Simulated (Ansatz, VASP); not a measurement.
Two plane-wave programs on Be3ReH

```
Be Re H
1.0
     2.47910    0.00000    0.00000
     0.00000    3.13359    0.00000
     0.00000    0.00000   11.67936
Be Re H
6 2 2
Direct
  0.50000 0.50000 0.50000
  0.50000 0.00000 0.00000
  0.00000 0.00000 0.59745
  0.00000 0.50000 0.09204
  0.00000 0.00000 0.40255
  0.00000 0.50000 0.90796
  0.50000 0.50000 0.72532
  0.50000 0.50000 0.27468
  0.50000 0.00000 0.80378
  0.50000 0.00000 0.19622
```

Change from the starting cell: the structure that the rattled cell fell into.

Alike in both runs: task single point; functional PBE; k mesh 8 × 6 × 2; occupations gaussian, width 0.1 eV; collinear spin.

```csv
,VASP,Ansatz
version,VASP 6.6.1,Ansatz 0.2.0
potentials or method,"VASP PAW PBE potentials, release 64 (Be, Re, H), cutoff 520 eV","scalar-relativistic, plane waves, PAW"
valence electrons in the cell,28,44
```

Ansatz gave:

```
gap on the k mesh at the Fermi level (eV)                     : none
pressure (GPa)                                                : 0.0
traceless stress, the component that is largest in VASP (GPa) : 0.11
rms of the force components (eV/Å)                            : 0.006
net moment per atom (μB)                                      : 0.00
```

**Question.** What did VASP give for the same quantities?

**Answer.** gap on the k mesh at the Fermi level (eV): none; pressure (GPa): 0.1; traceless stress, the component that is largest in VASP (GPa): -0.52; rms of the force components (eV/Å): 0.016; net moment per atom (μB): 0.00.

Atom by atom the forces differ by 0.013 eV/Å (rms over components). A gap of «none» marks a metal or a gap that the smearing closes. VASP's potentials hold 28 valence electrons a cell and Ansatz's 44, so a difference there can come from the potentials and not from the codes. Ansatz's warnings: seeded moment not kept.

Spin-orbit coupling is off throughout.
